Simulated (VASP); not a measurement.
# Si (Fmmm) in VASP: a series of runs, part 2 of 2

VASP 6.6.1. The steps go on from the part before.

## Step 3: Relaxation of cell and atoms, PBE

Input file INCAR:

```
SYSTEM = Si
PREC = Accurate
ENCUT = 600
EDIFF = 1E-7
ISMEAR = 0
SIGMA = 0.1
LREAL = .FALSE.
LASPH = .TRUE.
NELM = 60
ALGO = Normal
ISIF = 3
LWAVE = .FALSE.
LCHARG = .FALSE.
GGA = PE
IBRION = 2
NSW = 80
EDIFFG = -0.01
```

Input file KPOINTS:

```
regular mesh
0
G
  12 12 10
  0 0 0
```

Input file POSCAR:

```
Si
1.0
    2.3994654984     -3.0947922126      0.0000000000
    2.3994654984      3.0947922126      0.0000000000
    0.0000000000      0.0000000000      4.7511576569
Si
4
Direct
    0.0586323770      0.9413676230      0.7499996548
    0.5586323770      0.4413676230      0.2500003452
    0.9413676230      0.0586323770      0.2500003452
    0.4413676230      0.5586323770      0.7499996548
```

Potentials or basis: VASP PAW PBE potentials, release 64 (Si).

Run with:

```bash
> cat potpaw_PBE.64/Si/POTCAR > POTCAR
> mpirun -np 1 vasp_std > vasp.out
```

OUTCAR:

```text
SYSTEM = Si
   PREC = Accurate
   ENCUT = 600
   EDIFF = 1E-7
   ISMEAR = 0
   LREAL = .FALSE.
   LASPH = .TRUE.
   NELM = 60
   ISIF = 3
   GGA = PE
   IBRION = 2
   NSW = 80
   EDIFFG = -0.01

 ion  position               nearest neighbor table
   1  0.059  0.941  0.750-   4 2.37   3 2.48   3 2.48   4 2.51   4 2.51
   2  0.559  0.441  0.250-   3 2.37   4 2.48   4 2.48   3 2.51   3 2.51
   3  0.941  0.059  0.250-   2 2.37   1 2.48   1 2.48   2 2.51   2 2.51
   4  0.441  0.559  0.750-   1 2.37   2 2.48   2 2.48   1 2.51   1 2.51

  LATTYP: Found a base centered orthorhombic cell.
 ALAT       =     4.7989309968
 B/A-ratio  =     1.2897840018
 C/A-ratio  =     0.9900450038

  Lattice vectors:

 A1 = (   2.3994654984,  -3.0947922126,   0.0000000000)
 A2 = (   2.3994654984,   3.0947922126,   0.0000000000)
 A3 = (   0.0000000000,   0.0000000000,   4.7511576569)

Analysis of symmetry for initial positions (statically):
=====================================================================
 Subroutine PRICEL returns following result:

  LATTYP: Found a face centered orthorhombic cell.
 ALAT       =     4.7511576569
 B/A-ratio  =     1.0100550946
 C/A-ratio  =     1.3027529020

  Lattice vectors:

 A1 = (   2.3994654984,   3.0947922126,   0.0000000000)
 A2 = (   0.0000000000,   3.0947922126,   2.3755755483)
 A3 = (   2.3994654984,   0.0000000000,   2.3755821086)

   2 primitive cells build up your supercell.

 Routine SETGRP: Setting up the symmetry group for a
 base centered orthorhombic supercell.

 Subroutine GETGRP returns: Found  8 space group operations
 (whereof  4 operations were pure point group operations)
 out of a pool of  8 trial point group operations.

The static configuration has the point symmetry C_2h.
 The point group associated with its full space group is D_2h.

[... 162 lines left out ...]
   NGX = 15   NGY = 15   NGZ = 19

--------------------------------------- Ionic step        1  -------------------------------------------

 number of electron      16.0000001 magnetization

 Free energy of the ion-electron system (eV)
  ---------------------------------------------------
  ext. energy  EPLUGINS =         0.00000000
  ---------------------------------------------------
  free energy    TOTEN  =       -20.55883466 eV

  energy without entropy =      -20.55398082  energy(sigma->0) =      -20.55640774

------------------------ aborting loop because EDIFF is reached ----------------------------------------

  FORCE on cell =-STRESS in cart. coord.  units (eV):
  Direction    XX          YY          ZZ          XY          YZ          ZX
  --------------------------------------------------------------------------------------
  -------------------------------------------------------------------------------------
  Total       -0.1752069     -0.1337799      0.1894690      0.0000000      0.0000000      0.0000000
  in kB       -3.9781986     -3.0375679      4.3020285      0.0000000      0.0000000      0.0000000
  external PRESSURE =      -0.9045794 kB  Pullay stress =       0.0000000 kB
[... 101 lines left out ...]
--------------------------------------- Ionic step        4  -------------------------------------------

 number of electron      16.0000001 magnetization

 Free energy of the ion-electron system (eV)
  ---------------------------------------------------
  ext. energy  EPLUGINS =         0.00000000
  ---------------------------------------------------
  free energy    TOTEN  =       -20.55934371 eV

  energy without entropy =      -20.55434100  energy(sigma->0) =      -20.55684235

 E-fermi :   7.1413     XC(G=0): -10.1571

 val. band max:        7.1365836857   @ k =  -0.0833   0.0833   0.1000
 cond. band min:       7.1471611108   @ k =   0.5000   0.4167   0.3000
 fundamental gap:      0.0105774251
 Fermi energy:         7.1412738646

 k-point     1 :       0.0000    0.0000    0.0000
  band No.  band energies     occupation
      1      -5.4585      2.00000
      2      -0.2176      2.00000
      3       1.4619      2.00000
      4       2.7811      2.00000
      5       3.2849      2.00000
      6       5.4958      2.00000
      7       6.9855      1.97241
      8       7.5254      0.00000
      9       7.6043      0.00000
     10       7.9906      0.00000
     11       9.6815      0.00000
     12      10.3860      0.00000
[... 331 lines left out ...]
 k-point    24 :      -0.4167    0.1667    0.0000
  band No.  band energies     occupation
      1      -3.9709      2.00000
      2      -1.5868      2.00000
      3       1.7298      2.00000
      4       2.2536      2.00000
      5       2.7604      2.00000
      6       4.6830      2.00000
      7       4.9998      2.00000
      8       5.0258      2.00000
      9       6.8104      2.00000
     10      10.1069      0.00000
     11      10.4927      0.00000
     12      10.5015      0.00000

 [... further k-points ...]

------------------------ aborting loop because EDIFF is reached ----------------------------------------

  FORCE on cell =-STRESS in cart. coord.  units (eV):
  Direction    XX          YY          ZZ          XY          YZ          ZX
  --------------------------------------------------------------------------------------
  -------------------------------------------------------------------------------------
  Total        0.0227957     -0.0169194     -0.0003742      0.0000000      0.0000000      0.0000000
  in kB        0.5180855     -0.3845324     -0.0085042      0.0000000      0.0000000      0.0000000
  external PRESSURE =       0.0416830 kB  Pullay stress =       0.0000000 kB
[... 19 lines left out ...]
  FREE ENERGIE OF THE ION-ELECTRON SYSTEM (eV)
  ---------------------------------------------------
  free  energy   TOTEN  =       -20.5593437073 eV

  energy  without entropy=      -20.5543409975  energy(sigma->0) =      -20.55684235

 reached required accuracy - stopping structural energy minimisation
```

OSZICAR:

```text
N       E                     dE             d eps       ncg     rms          rms(c)
DAV:   1     0.296562287914E+02    0.29656E+02   -0.67612E+03  6192   0.124E+03
DAV:   2    -0.184870525225E+02   -0.48143E+02   -0.44062E+02  7952   0.143E+02
[... 26 lines left out ...]
   3 F= -.20559293E+02 E0= -.20556812E+02  d E =-.458650E-03
       N       E                     dE             d eps       ncg     rms          rms(c)
DAV:   1    -0.205594093916E+02   -0.11604E-03   -0.36390E-03  6936   0.381E-01    0.439E-02
DAV:   2    -0.205593700793E+02    0.39312E-04   -0.18326E-04  7160   0.100E-01    0.230E-02
DAV:   3    -0.205593432976E+02    0.26782E-04   -0.53477E-05  7084   0.478E-02    0.339E-03
DAV:   4    -0.205593438035E+02   -0.50590E-06   -0.62481E-06  7176   0.171E-02    0.204E-03
DAV:   5    -0.205593437073E+02    0.96207E-07   -0.13508E-07  4220   0.274E-03
   4 F= -.20559344E+02 E0= -.20556842E+02  d E =-.503920E-04
```

It took 2.3 min on 1 thread of Intel Xeon 6975P-C (Granite Rapids), shared host; peak memory 0.34 GiB.

Results:

```
Free energy                           : -20.5593 eV
Relaxed volume                        : 17.62 Å³/atom
Relaxed cell                          : a = 3.911 Å, b = 3.911 Å, c = 4.762 Å, α = 90.00°, β = 90.00°, γ = 104.53°
Space group after relaxing (to 0.1 Å) : I4/mmm (No. 139)
Energy gained by relaxing             : 0.1 meV/atom
Ionic steps                           : 4
Pressure after relaxing               : 0.0 GPa
Largest force after relaxing          : 0.005 eV/Å
Band gap on the k mesh                : zero (bands 8 and 9 overlap by 3.80 eV)
```

Forces in eV/Å, atoms in the order of the input:
```
Si   0.000 -0.005  0.000
Si   0.000 -0.005  0.000
Si   0.000  0.005  0.000
Si   0.000  0.005  0.000
```

Step by step:
| step | energy change (eV) | largest force (eV/Å) | pressure (GPa) | volume (Å³) |
| --- | --- | --- | --- | --- |
| 1 | 0.0000 | 0.0297 | -0.09 | 70.56 |
| 2 | -0.0004 | 0.0274 | 0.06 | 70.46 |
| 3 | -0.0005 | 0.0141 | 0.02 | 70.48 |
| 4 | -0.0005 | 0.0048 | 0.00 | 70.50 |

Final structure:
```
CELL_PARAMETERS angstrom
2.39321 -3.09277 0.00000
2.39321 3.09277 0.00000
0.00000 0.00000 4.76215
ATOMIC_POSITIONS crystal
Si 0.05873 0.94127 0.75000
Si 0.55873 0.44127 0.25000
Si 0.94127 0.05873 0.25000
Si 0.44127 0.55873 0.75000
```
